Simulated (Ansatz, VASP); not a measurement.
# LaTe in VASP and in Ansatz

INCAR

```
ALGO = Normal ; EDIFF = 1E-6
ENCUT = 500 ; GGA = CA
GGA_COMPAT = False ; ISIF = 2
ISMEAR = -1 ; LASPH = True
LCHARG = False ; LMAXMIX = 6
LREAL = False ; LWAVE = False
NBANDS = 16 ; NELM = 200
PREC = Accurate ; SIGMA = 0.1
```

The input KPOINTS:

```
k-points
0
Gamma
  6 6 6
```

POSCAR

```
LaTe
1.0
    0.0000000000      3.2180000000      3.2180000000
    3.2180000000      0.0000000000      3.2180000000
    3.2180000000      3.2180000000      0.0000000000
La Te
1 1
Direct
    0.0000000000      0.0000000000      0.0000000000
    0.5000000000      0.5000000000      0.5000000000
```

Input for Ansatz:

```yaml
crystal:
  lattice:
    - [0.0, 3.218, 3.218]
    - [3.218, 0.0, 3.218]
    - [3.218, 3.218, 0.0]
  atoms:
    - { symbol: La, position: [0.0, 0.0, 0.0] }
    - { symbol: Te, position: [0.5, 0.5, 0.5] }
kpoints:
  mp_grid: { grid: [6, 6, 6] }
hamiltonian:
  xc: lda
  pseudopotentials: { kind: all_electron, lapw: {} }
scf:
  occupations: { method: fermi_dirac }
output:
  stress: true
```

Alike in both runs: task single point; functional LDA; k mesh 6 × 6 × 6; no spin polarisation.

```csv
,VASP,Ansatz
version,VASP 6.6.1,Ansatz 0.2.0
potentials or method,"VASP PAW LDA potentials, release 64 (La, Te), cutoff 500 eV",all-electron (LAPW or listed datasets)
occupations,"fermi-dirac, width 0.1 eV",fermi-dirac
```

```csv
,VASP,Ansatz,Ansatz less VASP
pressure (GPa),-2.5,-2.5,-0.03
```

LDA's correlation is that of Perdew and Zunger in VASP and of Perdew and Wang (1992) in Ansatz. Ansatz ran all-electron here, and VASP with PAW potentials.

Neither program's run includes spin-orbit coupling.
